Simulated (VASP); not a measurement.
# CdSe in VASP: a series of runs

CdSe is run at these levels: r2SCAN, PBE; tasks: single point.

All numbers are computed with VASP 6.6.1; they aren't measurements. Logs are shortened: lines on timing, memory, paths and dates and some standing lists are left out, and cuts for length are marked.

## (1) The cell of the first run

Symmetry: Imm2, No. 44, orthorhombic system. The conventional cell has a = 4.317 Å, b = 4.360 Å, c = 6.136 Å, α = 90.00°, β = 90.00°, γ = 90.00°. Within 3.5 Å of Cd (site symmetry mm2) lie 4 Se at 2.66 Å. Se (site symmetry mm2) has 4 Cd at 2.66 Å within 3.5 Å.

## (2) Single point, r2SCAN (shear xy strain -1.0%)

POSCAR reads:

```
CdSe
1.0
   -0.0153389048      3.0677809642      3.0677809642
    3.0677809642     -0.0153389048      3.0677809642
    3.0524420594      3.0524420594      0.0000000000
Cd Se
1 1
Direct
   -0.0010735958     -0.0010735958      0.0010735958
    0.2510735958      0.2510735958      0.2489264042
```

INCAR.step1 reads:

```
PREC = Accurate ; ENCUT = 520
ISMEAR = 0 ; SIGMA = 0.01
LREAL = False ; LASPH = True
NELM = 100 ; NBANDS = 16
GGA = PE ; ALGO = Normal
EDIFF = 1E-4 ; LWAVE = True
LCHARG = False
```

INCAR.step2 reads:

```
PREC = Accurate ; ENCUT = 520
EDIFF = 1E-7 ; ISMEAR = 0
SIGMA = 0.01 ; LREAL = False
LASPH = True ; NELM = 100
ALGO = Normal ; ISIF = 2
LWAVE = False ; LCHARG = False
METAGGA = R2SCAN ; LMIXTAU = True
NBANDS = 16 ; ISTART = 1
```

KPOINTS reads:

```
regular mesh
0
Gamma
  8 8 8
```

Potentials or basis: VASP PAW PBE potentials, release 64 (Cd, Se).

Started as:

```
cat potpaw_PBE.64/Cd/POTCAR potpaw_PBE.64/Se/POTCAR > POTCAR
cp INCAR.step1 INCAR
mpirun -np 1 vasp_std > vasp.out
cp INCAR.step2 INCAR
mpirun -np 1 vasp_std > vasp.out
```

OUTCAR:

```text
PREC = Accurate
   ENCUT = 520
   EDIFF = 1E-7
   ISMEAR = 0
   LREAL = False
   LASPH = True
   NELM = 100
   ISIF = 2
   METAGGA = R2SCAN
   ISTART = 1

 ion  position               nearest neighbor table
   1  0.999  0.999  0.001-   2 2.66   2 2.66   2 2.66   2 2.66
   2  0.251  0.251  0.249-   1 2.66   1 2.66   1 2.66   1 2.66

  LATTYP: Found a body centered orthorhombic cell.
 ALAT       =     4.3168049588
 B/A-ratio  =     1.0100502512
 C/A-ratio  =     1.4213201632

  Lattice vectors:

 A1 = (   0.0153389048,  -3.0677809642,  -3.0677809642)
 A2 = (  -0.0153389048,   3.0677809642,  -3.0677809642)
 A3 = (   3.0677809642,  -0.0153389048,   3.0677809642)

Analysis of symmetry for initial positions (statically):
=====================================================================
 Subroutine PRICEL returns:
 Original cell was already a primitive cell.

 Routine SETGRP: Setting up the symmetry group for a
 body centered orthorhombic supercell.

 Subroutine GETGRP returns: Found  4 space group operations
 (whereof  4 operations were pure point group operations)
 out of a pool of  8 trial point group operations.

The static configuration has the point symmetry C_2v.

Analysis of symmetry for dynamics (positions and initial velocities):
=====================================================================
 Subroutine PRICEL returns:
 Original cell was already a primitive cell.

 Routine SETGRP: Setting up the symmetry group for a
 body centered orthorhombic supercell.

 Subroutine GETGRP returns: Found  4 space group operations
 (whereof  4 operations were pure point group operations)
 out of a pool of  8 trial point group operations.

The dynamic configuration has the point symmetry C_2v.

 Subroutine INISYM returns: Found  4 space group operations
 (whereof  4 operations are pure point group operations),
 and found     1 'primitive' translations

----------------------------------------------------------------------------------------

                                     Primitive cell

  volume of cell :      57.7420

  direct lattice vectors                    reciprocal lattice vectors
    -0.015338905  3.067780964  3.067780964    -0.162173390  0.162173390  0.162984257
     3.067780964 -0.015338905  3.067780964     0.162173390 -0.162173390  0.162984257
     3.052442059  3.052442059  0.000000000     0.163803273  0.163803273 -0.162984257

  length of vectors
     4.338524561  4.338524561  4.316804959     0.281361484  0.281361484  0.283243521

  position of ions in fractional coordinates (direct lattice)
     0.998926404  0.998926404  0.001073596
     0.251073596  0.251073596  0.248926404

  ion indices of the primitive-cell ions
   primitive index   ion index
                 1           1
                 2           2

----------------------------------------------------------------------------------------

 KPOINTS: regular mesh

Automatic generation of k-mesh.
 Grid dimensions read from file:
 generate k-points for:    8    8    8

 Generating k-lattice:

  Cartesian coordinates                     Fractional coordinates (reciprocal lattice)
    -0.020271674  0.020271674  0.020373032     0.125000000  0.000000000  0.000000000
     0.020271674 -0.020271674  0.020373032     0.000000000  0.125000000  0.000000000
     0.020475409  0.020475409 -0.020373032    -0.000000000 -0.000000000  0.125000000

  Length of vectors
     0.035170185  0.035170185  0.035405440

  Shift w.r.t. Gamma in fractional coordinates (k-lattice)
     0.000000000  0.000000000  0.000000000

 Subroutine IBZKPT returns following result:
 ===========================================

 Found     95 irreducible k-points:

 Following reciprocal coordinates:
            Coordinates               Weight
  0.000000  0.000000  0.000000      1.000000
  0.125000  0.000000  0.000000      4.000000
  0.250000  0.000000  0.000000      4.000000
  0.375000  0.000000  0.000000      4.000000
  0.500000  0.000000  0.000000      2.000000
  0.125000  0.125000  0.000000      2.000000
[... 16 lines left out ...]
  0.125000 -0.000000  0.125000      4.000000
  0.250000  0.000000  0.125000      8.000000
 [... further k-points ...]
   k-points           NKPTS =     95   k-points in BZ     NKDIM =     95   number of bands    NBANDS=     16
   number of dos      NEDOS =    301   number of ions     NIONS =      2
   total plane-waves  NPLWV =  32768
   dimension x,y,z NGX =    32 NGY =   32 NGZ =   32
   dimension x,y,z NGXF=    64 NGYF=   64 NGZF=   64
   ions per type =               1   1
   NGX,Y,Z   is equivalent  to a cutoff of  12.26, 12.26, 12.32 a.u.
   NGXF,Y,Z  is equivalent  to a cutoff of  24.52, 24.52, 24.65 a.u.
 SYSTEM =  unknown system
   PREC   = accura    normal or accurate (medium, high low for compatibility)
   ISTART =      1    job   : 0-new  1-cont  2-samecut
   ICHARG =      0    charge: 1-file 2-atom 10-const
   ISPIN  =      1    spin polarized calculation?
   LNONCOLLINEAR =      F non collinear calculations
   LSORBIT =      F    spin-orbit coupling
   LASPH  =      T    aspherical Exc in radial PAW
   ENCUT  =  520.0 eV  38.22 Ry    6.18 a.u.   8.07  8.07  8.03*2*pi/ulx,y,z
   NELM   =    100;   NELMIN=  2; NELMDL=  0     # of ELM steps
   EDIFF  = 0.1E-06   stopping-criterion for ELM
   LREAL  =      F    real-space projection
   EDIFFG = 0.1E-05   stopping-criterion for IOM
   NSW    =      0    number of steps for IOM
   IBRION =     -1    ionic relax: 0-MD 1-quasi-New 2-CG
   NFREE  =      0    steps in history (QN), initial steepest desc. (CG)
   ISIF   =      2    stress and relaxation
   ISYM   =      2    0-nonsym 1-usesym 2-fastsym
   POTIM  = 0.5000    time-step for ionic-motion
   TEBEG  =    0.0;   TEEND  =   0.0 temperature during run
   PSTRESS=    0.0 pullay stress
   NELECT =      18.0000    total number of electrons
   NUPDOWN=      -1.0000    fix difference up-down
   EMIN   =  10.00;   EMAX   =-10.00  energy-range for DOS
   EFERMI =   0.00;   METHOD = LEGACY
   ISMEAR =     0;   SIGMA  =   0.01  broadening in eV -4-tet -1-fermi 0-gaus
   EFERMI_NEDOS =   21; number of points for ismear=-14 and -15
   IALGO  =     38    algorithm
   IMIX   =      4    mixing-type and parameters
     AMIX     =   0.40;   BMIX     =  1.00
     AMIX_MAG =   1.60;   BMIX_MAG =  1.00
  volume/ion in A,a.u.               =      28.87       194.83
  Fermi-wavevector in a.u.,A,eV,Ry     =   1.110031  2.097654 16.764662  1.232168
  Thomas-Fermi vector in A             =   2.246577
   LORBIT       =      0    0 simple, 1 ext, 2 COOP (PROOUT), +10 PAW based schemes
   METAGGA = R2SCAN    functional components
   LHFCALC =     F    Hartree Fock is set to
   AEXX    =    0.0000 exact exchange contribution
   IVDW    =     0    specifies the selected vdW correction
   LEPSILON=     F    determine dielectric tensor
   LRPA    =     F    only Hartree local field effects (RPA)
 non-spin polarized calculation
 Gauss-broadening in eV      SIGMA  =   0.01
  energy-cutoff  :      520.00
  volume of cell :       57.74
 maximum number of plane-waves:      1588
   NGX = 17   NGY = 17   NGZ = 17

 number of electron      18.0000007 magnetization

 Free energy of the ion-electron system (eV)
  ---------------------------------------------------
  ext. energy  EPLUGINS =         0.00000000
  ---------------------------------------------------
  free energy    TOTEN  =       -35.91540716 eV

  energy without entropy =      -35.91540716  energy(sigma->0) =      -35.91540716

 E-fermi :   0.5469     XC(G=0):  -9.3033

 val. band max:        0.4609515846   @ k =   0.0000   0.0000   0.0000
 cond. band min:       1.4649681538   @ k =   0.0000   0.0000   0.0000
 fundamental gap:      1.0040165692
 Fermi energy:         0.5469187620

 k-point     1 :       0.0000    0.0000    0.0000
  band No.  band energies     occupation
      1     -12.4329      2.00000
      2      -7.6462      2.00000
      3      -7.6443      2.00000
      4      -7.6421      2.00000
      5      -7.2717      2.00000
      6      -7.2716      2.00000
[... 8 lines left out ...]
     15      12.0293      0.00000
     16      12.0310      0.00000

 k-point     2 :       0.1250    0.0000    0.0000
  band No.  band energies     occupation
      1     -12.3818      2.00000
      2      -7.6282      2.00000
      3      -7.6256      2.00000
      4      -7.5951      2.00000
      5      -7.2725      2.00000
      6      -7.2721      2.00000
[... 8 lines left out ...]
     15      11.2684      0.00000
     16      11.3946      0.00000

 k-point     3 :       0.2500    0.0000    0.0000
  band No.  band energies     occupation
      1     -12.2569      2.00000
      2      -7.5909      2.00000
      3      -7.5893      2.00000
      4      -7.4294      2.00000
      5      -7.2700      2.00000
      6      -7.2687      2.00000
[... 8 lines left out ...]
     15      11.0018      0.00000
     16      11.0510      0.00000

 k-point     4 :       0.3750    0.0000    0.0000
  band No.  band energies     occupation
      1     -12.1307      2.00000
      2      -7.5603      2.00000
      3      -7.5597      2.00000
      4      -7.2591      2.00000
      5      -7.2567      2.00000
      6      -7.1605      2.00000
[... 8 lines left out ...]
     15      11.8750      0.00000
     16      11.9888      0.00000
[... 324 lines left out ...]
 k-point    22 :      -0.0000   -0.0000    0.1250
  band No.  band energies     occupation
      1     -12.3809      2.00000
      2      -7.6291      2.00000
      3      -7.6268      2.00000
      4      -7.5923      2.00000
      5      -7.2725      2.00000
      6      -7.2722      2.00000
[... 8 lines left out ...]
     15      11.2420      0.00000
     16      11.3915      0.00000

 k-point    23 :       0.1250   -0.0000    0.1250
  band No.  band energies     occupation
      1     -12.3642      2.00000
      2      -7.6118      2.00000
      3      -7.6110      2.00000
      4      -7.5981      2.00000
      5      -7.2818      2.00000
      6      -7.2635      2.00000
[... 8 lines left out ...]
     15      11.8961      0.00000
     16      12.1712      0.00000

 k-point    24 :       0.2500    0.0000    0.1250
  band No.  band energies     occupation
      1     -12.2644      2.00000
      2      -7.5847      2.00000
      3      -7.5718      2.00000
      4      -7.4807      2.00000
      5      -7.2828      2.00000
      6      -7.2560      2.00000
[... 8 lines left out ...]
     15      11.9660      0.00000
     16      12.4107      0.00000

 [... further k-points ...]
[... 5 lines left out ...]
  --------------------------------------------------------------------------------------
  -------------------------------------------------------------------------------------
  Total        0.0676150      0.0676150      0.0673129      0.0807486      0.0000000      0.0000000
  in kB        1.8761229      1.8761229      1.8677415      2.2405442      0.0000000      0.0000000
  external PRESSURE =       1.8733291 kB  Pullay stress =       0.0000000 kB

 VOLUME and BASIS-vectors are now :
 -----------------------------------------------------------------------------
  energy-cutoff  :      520.00
  volume of cell :       57.74
      direct lattice vectors                 reciprocal lattice vectors
    -0.015338905  3.067780964  3.067780964    -0.162173390  0.162173390  0.162984257
     3.067780964 -0.015338905  3.067780964     0.162173390 -0.162173390  0.162984257
     3.052442059  3.052442059  0.000000000     0.163803273  0.163803273 -0.162984257

 POSITION                                       TOTAL-FORCE (eV/Angst)
 -----------------------------------------------------------------------------------
      3.05244      3.05244      6.12897        -0.000000     -0.000000      0.000540
      1.52622      1.52622      1.54048         0.000000      0.000000     -0.000540
 -----------------------------------------------------------------------------------
    total drift:                               -0.000005     -0.000005     -0.000338

  FREE ENERGIE OF THE ION-ELECTRON SYSTEM (eV)
  ---------------------------------------------------
  free  energy   TOTEN  =       -35.9154071630 eV

  energy  without entropy=      -35.9154071630  energy(sigma->0) =      -35.91540716
```

Wall time 3.1 min (1 thread of Intel Xeon 6975P-C (Granite Rapids), shared host); peak memory 0.24 GiB.

What came out:

```yaml
Free_energy: -35.9154 eV
Pressure: 0.2 GPa
Band_gap_on_the_k_mesh: 1.00 eV, direct
```

Stress tensor (GPa, compression positive):
```
0.19 0.22 0.00
0.22 0.19 0.00
0.00 0.00 0.19
```

Levels at points of the mesh, in eV from the valence-band top:
```tsv
k point	band 7	band 8	band 9	band 10	band 11	band 12
(0.00, 0.00, 0.00)	-0.05	-0.02	0.00	1.00	6.39	6.45
(0.50, 0.00, 0.00)	-4.31	-0.75	-0.71	2.84	6.92	6.93
(0.50, 0.50, 0.00)	-3.99	-1.86	-1.78	3.47	4.12	9.54
(0.00, 0.00, 0.50)	-4.28	-0.77	-0.74	2.77	6.87	6.87
(0.50, 0.00, 0.50)	-3.99	-1.82	-1.82	3.48	4.11	9.53
```

Caveat: the cell differs from its parent crystal (shear xy strain -1.0%); the PAW data sets were made with another functional, which shifts forces and pressure a little.

## (3) Single point, PBE (strain -0.5%)

INCAR reads:

```
PREC     = Accurate       # precision mode
ENCUT    = 500            # plane-wave cutoff, eV
EDIFF    = 1E-6           # SCF threshold, eV
ISMEAR   = 0              # smearing method
SIGMA    = 0.01           # smearing width, eV
LREAL    = F              # projectors in reciprocal space
LASPH    = T              # aspherical terms in the spheres
NELM     = 120            # most SCF steps
ALGO     = Normal         # electronic algorithm
ISIF     = 2              # what is computed and relaxed
LWAVE    = F              # write WAVECAR
LCHARG   = F              # write CHGCAR
GGA      = PE             # functional
NBANDS   = 16             # bands
GGA_COMPAT= F
```

KPOINTS reads:

```
regular mesh
0
Gamma
  4 4 4
```

POSCAR reads:

```
CdSe
1.0
    0.0000000000      3.0524420594      3.0524420594
    3.0524420594      0.0000000000      3.0524420594
    3.0524420594      3.0524420594      0.0000000000
Cd Se
1 1
Direct
    0.0000000000      0.0000000000      0.0000000000
    0.2500000000      0.2500000000      0.2500000000
```

Potentials or basis: VASP PAW PBE potentials, release 64 (Cd, Se).

Started as:

```
cat potpaw_PBE.64/Cd/POTCAR potpaw_PBE.64/Se/POTCAR > POTCAR
mpirun -np 1 vasp_std > vasp.out
```

Run time: 5.9 s. Hardware: 1 thread of Intel Xeon Platinum 8488C (Sapphire Rapids), shared host; peak memory 0.17 GiB.

The run converged. Its results:

```
Free energy            : -5.4295 eV
Pressure               : 2.7 GPa
Band gap on the k mesh : 0.57 eV, direct
```

Levels at points of the mesh, in eV from the valence-band top:
```
           k point  band 7  band 8  band 9  band 10  band 11  band 12
(0.00, 0.00, 0.00)    0.00    0.00    0.00     0.57     5.91     5.91
(0.50, 0.00, 0.00)   -4.34   -0.74   -0.74     2.36     6.42     6.42
(0.50, 0.50, 0.00)   -4.04   -1.82   -1.82     3.14     3.73     9.06
```

Caveat: the k points lie up to 0.45 Å⁻¹ apart; the cell differs from its parent crystal (strain -0.5%).

## (4) Single point, PBE (epitaxial xy strain +0.5%)

INCAR reads:

```
SYSTEM = CdSe
  ALGO = Normal
  EDIFF = 1E-6
  ENCUT = 500
  GGA = PE
  GGA_COMPAT = .FALSE.
  ISIF = 2
  ISMEAR = 0
  LASPH = .TRUE.
  LCHARG = .TRUE.
  LELF = .TRUE.
  LREAL = .FALSE.
  LVHAR = .TRUE.
  LWAVE = .FALSE.
  NBANDS = 16
  NELM = 120
  PREC = Accurate
  SIGMA = 0.01
```

KPOINTS reads:

```
k-points
0
G
  4 4 4
  0 0 0
```

POSCAR reads:

```
CdSe
1.0
    0.0000000000      3.0831198690      3.0432345071
    3.0831198690      0.0000000000      3.0432345071
    3.0831198690      3.0831198690      0.0000000000
Cd Se
1 1
Direct
    0.0000000000      0.0000000000      0.0000000000
    0.2500000000      0.2500000000      0.2500000000
```

Started as:

```
cat potpaw_PBE.64/Cd/POTCAR potpaw_PBE.64/Se/POTCAR > POTCAR
mpirun -np 1 vasp_std > vasp.out
```

It took 9 s on 1 thread of Intel Xeon Platinum 8488C (Sapphire Rapids), shared host; peak memory 0.17 GiB.

It converged, with:

| Property | Result |
| --- | --- |
| Free energy | -5.4427 eV |
| Pressure | 1.8 GPa |
| Band gap on the k mesh | 0.51 eV, direct |

Stress tensor (GPa, compression positive):
```
1.71 0.00 0.00
0.00 1.71 0.00
0.00 0.00 1.91
```

Levels at points of the mesh, in eV from the valence-band top:
```
           k point  band 5  band 6  band 7  band 8  band 9  band 10  band 11  band 12  band 13  band 14
(0.00, 0.00, 0.00)   -7.56   -7.56   -0.04   -0.04    0.00     0.51     5.88     5.89     5.89     9.63
(0.50, 0.00, 0.00)   -7.53   -7.28   -4.26   -0.77   -0.71     2.31     6.35     6.44     7.31     9.93
(0.50, 0.50, 0.00)   -7.50   -7.20   -3.95   -1.82   -1.82     3.12     3.62     9.04    10.00    10.00
(0.50, 0.00, 0.50)   -7.50   -7.22   -4.02   -1.78   -1.76     3.16     3.72     8.92     9.94    10.08
```

Caveat: the k points lie up to 0.44 Å⁻¹ apart; the cell differs from its parent crystal (epitaxial xy strain +0.5%).

## (5) The runs side by side

| level | cell | k mesh | cutoff (eV) | gap on the mesh (eV) | pressure (GPa) |
| --- | --- | --- | --- | --- | --- |
| r2SCAN | a = 4.339, b = 4.339, c = 4.317 Å, angles 60.2, 60.2, 60.3°, 2 atoms | 8 × 8 × 8 | 520 | 1.00 | 0.2 |
| PBE | a = 4.317 Å, angles 60.0°, 2 atoms | 4 × 4 × 4 | 500 | 0.57 | 2.7 |
| PBE | a = 4.332, b = 4.332, c = 4.360 Å, angles 59.8, 59.8, 60.4°, 2 atoms | 4 × 4 × 4 | 500 | 0.51 | 1.8 |

Alike in all rows: task single point; potentials or basis VASP PAW PBE potentials, release 64 (Cd, Se); no spin polarisation; smearing gaussian 0.01 eV.

Caveats: some runs use coarse meshes; the PAW data sets were made with another functional, which shifts forces and pressure a little (some runs).

Total energies depend on the potentials used, so only differences within one code and one set of settings carry meaning.
